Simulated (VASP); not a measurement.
# CsPbCl3 (Pm-3m) in VASP: further runs

CsPbCl3 is run at these levels: PBE; tasks: single point.

Everything below comes from runs of VASP 6.6.1. Logs are shortened: lines on timing, memory, paths and dates and some standing lists are left out, and cuts for length are marked.

### Step 1. The cell of the first run

The structure is cubic, space group Pm-3m (No. 221). Conventional cell: a = 5.629 Å, b = 5.629 Å, c = 5.629 Å, α = 90.00°, β = 90.00°, γ = 90.00°. Cs (site symmetry m-3m) has 12 Cl at 3.98 Å and 8 Pb at 4.87 Å within 5.2 Å. Within 3.7 Å of Pb (site symmetry m-3m) lie 6 Cl at 2.81 Å. Within 3.7 Å of Cl (site symmetry 4/mmm) lie 2 Pb at 2.81 Å.

### Step 2. Single point, PBE (35.66 Å³/atom)

INCAR

```
SYSTEM = CsPbCl3
PREC = Accurate ; ENCUT = 520
EDIFF = 1E-7 ; ISMEAR = 0
SIGMA = 0.05 ; LREAL = .FALSE.
LASPH = .TRUE. ; NELM = 100
ALGO = Normal ; ISIF = 2
LWAVE = .FALSE. ; LCHARG = .TRUE.
GGA = PE ; LELF = .TRUE.
LVHAR = .TRUE. ; NBANDS = 30
```

KPOINTS

```
regular mesh
0
G
  6 6 6
  0 0 0
```

POSCAR

```
CsPbCl3
1.0
    5.6285321145      0.0000000000      0.0000000000
    0.0000000000      5.6285321145      0.0000000000
    0.0000000000      0.0000000000      5.6285321145
Cs Pb Cl
1 1 3
Direct
    0.0000000000      0.0000000000      0.0000000000
    0.5000000000      0.5000000000      0.5000000000
    0.0000000000      0.5000000000      0.5000000000
    0.5000000000      0.5000000000      0.0000000000
    0.5000000000      0.0000000000      0.5000000000
```

Potentials or basis: VASP PAW PBE potentials, release 64 (Cs_sv, Pb_d, Cl).

The run is started by

```sh
> cat potpaw_PBE.64/Cs_sv/POTCAR potpaw_PBE.64/Pb_d/POTCAR potpaw_PBE.64/Cl/POTCAR > POTCAR
> mpirun -np 1 vasp_std > vasp.out
```

OUTCAR:

```text
SYSTEM = CsPbCl3
   PREC = Accurate
   ENCUT = 520
   EDIFF = 1E-7
   ISMEAR = 0
   LREAL = .FALSE.
   LASPH = .TRUE.
   NELM = 100
   ISIF = 2
   GGA = PE

 ion  position               nearest neighbor table
   1  0.000  0.000  0.000-
   2  0.500  0.500  0.500-   3 2.81   4 2.81   5 2.81   4 2.81   5 2.81   3 2.81
   3  0.000  0.500  0.500-   2 2.81   2 2.81
   4  0.500  0.500  0.000-   2 2.81   2 2.81
   5  0.500  0.000  0.500-   2 2.81   2 2.81

  LATTYP: Found a simple cubic cell.
 ALAT       =     5.6285321145

  Lattice vectors:

 A1 = (   5.6285321145,   0.0000000000,   0.0000000000)
 A2 = (   0.0000000000,   5.6285321145,   0.0000000000)
 A3 = (   0.0000000000,   0.0000000000,   5.6285321145)

Analysis of symmetry for initial positions (statically):
=====================================================================
 Subroutine PRICEL returns:
 Original cell was already a primitive cell.

 Routine SETGRP: Setting up the symmetry group for a
 simple cubic supercell.

 Subroutine GETGRP returns: Found 48 space group operations
 (whereof 48 operations were pure point group operations)
 out of a pool of 48 trial point group operations.

The static configuration has the point symmetry O_h .

Analysis of symmetry for dynamics (positions and initial velocities):
=====================================================================
 Subroutine PRICEL returns:
 Original cell was already a primitive cell.

 Routine SETGRP: Setting up the symmetry group for a
 simple cubic supercell.

 Subroutine GETGRP returns: Found 48 space group operations
 (whereof 48 operations were pure point group operations)
 out of a pool of 48 trial point group operations.

The dynamic configuration has the point symmetry O_h .

 Subroutine INISYM returns: Found 48 space group operations
 (whereof 48 operations are pure point group operations),
 and found     1 'primitive' translations

----------------------------------------------------------------------------------------

                                     Primitive cell

  volume of cell :     178.3140

  direct lattice vectors                    reciprocal lattice vectors
     5.628532114  0.000000000  0.000000000     0.177666216  0.000000000  0.000000000
     0.000000000  5.628532114  0.000000000     0.000000000  0.177666216  0.000000000
     0.000000000  0.000000000  5.628532114     0.000000000  0.000000000  0.177666216

  length of vectors
     5.628532114  5.628532114  5.628532114     0.177666216  0.177666216  0.177666216

  position of ions in fractional coordinates (direct lattice)
     0.000000000  0.000000000  0.000000000
     0.500000000  0.500000000  0.500000000
     0.000000000  0.500000000  0.500000000
     0.500000000  0.500000000  0.000000000
     0.500000000  0.000000000  0.500000000

  ion indices of the primitive-cell ions
   primitive index   ion index
                 1           1
                 2           2
                 3           3
                 4           4
                 5           5

----------------------------------------------------------------------------------------

 KPOINTS: regular mesh

Automatic generation of k-mesh.
 Grid dimensions read from file:
 generate k-points for:    6    6    6

 Generating k-lattice:

  Cartesian coordinates                     Fractional coordinates (reciprocal lattice)
     0.029611036  0.000000000  0.000000000     0.166666667  0.000000000  0.000000000
     0.000000000  0.029611036  0.000000000     0.000000000  0.166666667  0.000000000
     0.000000000  0.000000000  0.029611036     0.000000000  0.000000000  0.166666667

  Length of vectors
     0.029611036  0.029611036  0.029611036

  Shift w.r.t. Gamma in fractional coordinates (k-lattice)
     0.000000000  0.000000000  0.000000000

 Subroutine IBZKPT returns following result:
 ===========================================

 Found     20 irreducible k-points:

 Following reciprocal coordinates:
            Coordinates               Weight
  0.000000  0.000000  0.000000      1.000000
  0.166667  0.000000  0.000000      6.000000
  0.333333  0.000000  0.000000      6.000000
  0.500000  0.000000  0.000000      3.000000
  0.166667  0.166667  0.000000     12.000000
  0.333333  0.166667  0.000000     24.000000
[... 12 lines left out ...]
  0.500000  0.500000  0.333333      6.000000
  0.500000  0.500000  0.500000      1.000000
   k-points           NKPTS =     20   k-points in BZ     NKDIM =     20   number of bands    NBANDS=     30
   number of dos      NEDOS =    301   number of ions     NIONS =      5
   total plane-waves  NPLWV =  74088
   dimension x,y,z NGX =    42 NGY =   42 NGZ =   42
   dimension x,y,z NGXF=    84 NGYF=   84 NGZF=   84
   ions per type =               1   1   3
   NGX,Y,Z   is equivalent  to a cutoff of  12.41, 12.41, 12.41 a.u.
   NGXF,Y,Z  is equivalent  to a cutoff of  24.81, 24.81, 24.81 a.u.
 SYSTEM =  CsPbCl3
   PREC   = accura    normal or accurate (medium, high low for compatibility)
   ISTART =      0    job   : 0-new  1-cont  2-samecut
   ICHARG =      2    charge: 1-file 2-atom 10-const
   ISPIN  =      1    spin polarized calculation?
   LNONCOLLINEAR =      F non collinear calculations
   LSORBIT =      F    spin-orbit coupling
   LASPH  =      T    aspherical Exc in radial PAW
   ENCUT  =  520.0 eV  38.22 Ry    6.18 a.u.  10.47 10.47 10.47*2*pi/ulx,y,z
   NELM   =    100;   NELMIN=  2; NELMDL= -5     # of ELM steps
   EDIFF  = 0.1E-06   stopping-criterion for ELM
   LREAL  =      F    real-space projection
   EDIFFG = 0.1E-05   stopping-criterion for IOM
   NSW    =      0    number of steps for IOM
   IBRION =     -1    ionic relax: 0-MD 1-quasi-New 2-CG
   NFREE  =      0    steps in history (QN), initial steepest desc. (CG)
   ISIF   =      2    stress and relaxation
   ISYM   =      2    0-nonsym 1-usesym 2-fastsym
   POTIM  = 0.5000    time-step for ionic-motion
   TEBEG  =    0.0;   TEEND  =   0.0 temperature during run
   PSTRESS=    0.0 pullay stress
   NELECT =      44.0000    total number of electrons
   NUPDOWN=      -1.0000    fix difference up-down
   EMIN   =  10.00;   EMAX   =-10.00  energy-range for DOS
   EFERMI =   0.00;   METHOD = LEGACY
   ISMEAR =     0;   SIGMA  =   0.05  broadening in eV -4-tet -1-fermi 0-gaus
   EFERMI_NEDOS =   21; number of points for ismear=-14 and -15
   IALGO  =     38    algorithm
   IMIX   =      4    mixing-type and parameters
     AMIX     =   0.40;   BMIX     =  1.00
     AMIX_MAG =   1.60;   BMIX_MAG =  1.00
  volume/ion in A,a.u.               =      35.66       240.66
  Fermi-wavevector in a.u.,A,eV,Ry     =   1.026827  1.940421 14.345622  1.054374
  Thomas-Fermi vector in A             =   2.160740
   LORBIT       =      0    0 simple, 1 ext, 2 COOP (PROOUT), +10 PAW based schemes
   GGA     = PE    functional components
   LHFCALC =     F    Hartree Fock is set to
   AEXX    =    0.0000 exact exchange contribution
   IVDW    =     0    specifies the selected vdW correction
   LEPSILON=     F    determine dielectric tensor
   LRPA    =     F    only Hartree local field effects (RPA)
 non-spin polarized calculation
 Gauss-broadening in eV      SIGMA  =   0.05
  energy-cutoff  :      520.00
  volume of cell :      178.31
 maximum number of plane-waves:      4837
 NGX is ok and might be reduce to    42
   NGX = 21   NGY = 21   NGZ = 21

 number of electron      44.0000013 magnetization

 Free energy of the ion-electron system (eV)
  ---------------------------------------------------
  ext. energy  EPLUGINS =         0.00000000
  ---------------------------------------------------
  free energy    TOTEN  =       -17.52204211 eV

  energy without entropy =      -17.52204211  energy(sigma->0) =      -17.52204211

 E-fermi :   1.8713     XC(G=0):  -7.7668

 val. band max:        1.6456261758   @ k =   0.5000   0.5000   0.5000
 cond. band min:       3.6410150895   @ k =   0.5000   0.5000   0.5000
 fundamental gap:      1.9953889136
 Fermi energy:         1.8713063724

 k-point     1 :       0.0000    0.0000    0.0000
  band No.  band energies     occupation
      1     -19.6619      2.00000
      2     -15.1083      2.00000
      3     -15.1083      2.00000
      4     -14.8802      2.00000
      5     -14.8802      2.00000
      6     -14.8802      2.00000
[... 22 lines left out ...]
     29       7.8102      0.00000
     30       7.8102      0.00000

 k-point     2 :       0.1667    0.0000    0.0000
  band No.  band energies     occupation
      1     -19.6614      2.00000
      2     -15.1083      2.00000
      3     -15.0843      2.00000
      4     -14.8806      2.00000
      5     -14.8806      2.00000
      6     -14.8802      2.00000
[... 22 lines left out ...]
     29       7.0898      0.00000
     30       7.8556      0.00000

 k-point     3 :       0.3333    0.0000    0.0000
  band No.  band energies     occupation
      1     -19.6603      2.00000
      2     -15.1082      2.00000
      3     -15.0348      2.00000
      4     -14.8813      2.00000
      5     -14.8813      2.00000
      6     -14.8802      2.00000
[... 22 lines left out ...]
     29       7.2596      0.00000
     30       8.2018      0.00000

 k-point     4 :       0.5000    0.0000    0.0000
  band No.  band energies     occupation
      1     -19.6598      2.00000
      2     -15.1081      2.00000
      3     -15.0093      2.00000
      4     -14.8816      2.00000
      5     -14.8816      2.00000
      6     -14.8802      2.00000
[... 484 lines left out ...]
     29       7.5600      0.00000
     30       7.9479      0.00000

 k-point    19 :       0.5000    0.5000    0.3333
  band No.  band energies     occupation
      1     -19.6570      2.00000
      2     -14.9745      2.00000
      3     -14.9429      2.00000
      4     -14.8830      2.00000
      5     -14.8826      2.00000
      6     -14.8826      2.00000
[... 22 lines left out ...]
     29       7.3823      0.00000
     30       8.1360      0.00000

 k-point    20 :       0.5000    0.5000    0.5000
  band No.  band energies     occupation
      1     -19.6567      2.00000
      2     -14.9429      2.00000
      3     -14.9429      2.00000
      4     -14.8830      2.00000
      5     -14.8830      2.00000
      6     -14.8830      2.00000
[... 22 lines left out ...]
     29       7.2711      0.00000
     30       8.4568      0.00000

------------------------ aborting loop because EDIFF is reached ----------------------------------------

  FORCE on cell =-STRESS in cart. coord.  units (eV):
  Direction    XX          YY          ZZ          XY          YZ          ZX
  --------------------------------------------------------------------------------------
  -------------------------------------------------------------------------------------
  Total        1.5161298      1.5161298      1.5161298      0.0000000      0.0000000     -0.0000000
  in kB       13.6226473     13.6226473     13.6226473      0.0000000      0.0000000     -0.0000000
  external PRESSURE =      13.6226473 kB  Pullay stress =       0.0000000 kB

 VOLUME and BASIS-vectors are now :
 -----------------------------------------------------------------------------
  energy-cutoff  :      520.00
  volume of cell :      178.31
      direct lattice vectors                 reciprocal lattice vectors
     5.628532114  0.000000000  0.000000000     0.177666216  0.000000000  0.000000000
     0.000000000  5.628532114  0.000000000     0.000000000  0.177666216  0.000000000
     0.000000000  0.000000000  5.628532114     0.000000000  0.000000000  0.177666216

 POSITION                                       TOTAL-FORCE (eV/Angst)
 -----------------------------------------------------------------------------------
      0.00000      0.00000      0.00000         0.000000      0.000000      0.000000
      2.81427      2.81427      2.81427         0.000000      0.000000      0.000000
      0.00000      2.81427      2.81427         0.000000      0.000000      0.000000
      2.81427      2.81427      0.00000         0.000000      0.000000      0.000000
      2.81427      0.00000      2.81427         0.000000      0.000000      0.000000
 -----------------------------------------------------------------------------------
    total drift:                                0.000000     -0.000000     -0.000000

  FREE ENERGIE OF THE ION-ELECTRON SYSTEM (eV)
  ---------------------------------------------------
  free  energy   TOTEN  =       -17.5220421100 eV

  energy  without entropy=      -17.5220421100  energy(sigma->0) =      -17.52204211
```

It took 2.8 min on 1 thread of Intel Xeon 8259CL, shared host; peak memory 0.31 GiB.

Results:

* Free energy: -17.5220 eV
* Pressure: 1.4 GPa
* Band gap on the k mesh: 2.00 eV

Caveat: spin-orbit coupling is left out, which moves the levels of the heavy elements.

### Step 3. Single point, PBE (35.92 Å³/atom)

This run uses another cell than the first one, of 35.92 Å³/atom.

INCAR

```
SYSTEM = CsPbCl3
  PREC = Accurate
  ENCUT = 520
  EDIFF = 1E-6
  ISMEAR = 0
  SIGMA = 0.05
  LREAL = .FALSE.
  LASPH = .TRUE.
  NELM = 80
  ALGO = Normal
  ISIF = 2
  LWAVE = .FALSE.
  LCHARG = .FALSE.
  GGA = PE
  NBANDS = 30
```

KPOINTS is that of step 2.

POSCAR: that of step 2 with these lines changed.

```diff
@@ -2,5 +2,5 @@
 1.0
-    5.6285321145      0.0000000000      0.0000000000
-    0.0000000000      5.6285321145      0.0000000000
-    0.0000000000      0.0000000000      5.6285321145
+    5.6420868459      0.0000000000      0.0000000000
+    0.0000000000      5.6420868459      0.0000000000
+    0.0000000000      0.0000000000      5.6420868459
 Cs Pb Cl
```

Potentials or basis: VASP PAW PBE potentials, release 64 (Cs_sv, Pb_d, Cl).

The run is started by

```sh
> cat potpaw_PBE.64/Cs_sv/POTCAR potpaw_PBE.64/Pb_d/POTCAR potpaw_PBE.64/Cl/POTCAR > POTCAR
> mpirun -np 1 vasp_std > vasp.out
```

Wall time 2.7 min (1 thread of Intel Xeon 8259CL, shared host); peak memory 0.31 GiB.

Results (log left out):

| Quantity | Value |
| --- | --- |
| Free energy | -17.5326 eV |
| Pressure | 1.2 GPa |
| Band gap on the k mesh | 2.03 eV |

Levels at points of the mesh, in eV from the valence-band top:
| k point | band 19 | band 20 | band 21 | band 22 | band 23 | band 24 | band 25 | band 26 |
| --- | --- | --- | --- | --- | --- | --- | --- | --- |
| (0.00, 0.00, 0.00) | -2.49 | -2.39 | -2.39 | -2.39 | 3.44 | 4.42 | 4.42 | 5.33 |
| (0.50, 0.00, 0.00) | -2.59 | -2.50 | -2.50 | -1.62 | 3.07 | 4.77 | 5.30 | 5.36 |
| (0.50, 0.50, 0.00) | -2.67 | -2.63 | -2.09 | -0.78 | 2.59 | 2.59 | 4.98 | 5.48 |
| (0.50, 0.50, 0.50) | -2.08 | -2.08 | -2.08 | 0.00 | 2.03 | 2.03 | 2.03 | 5.21 |

Caveat: spin-orbit coupling is left out, which moves the levels of the heavy elements.

[end of part 1 of 2]
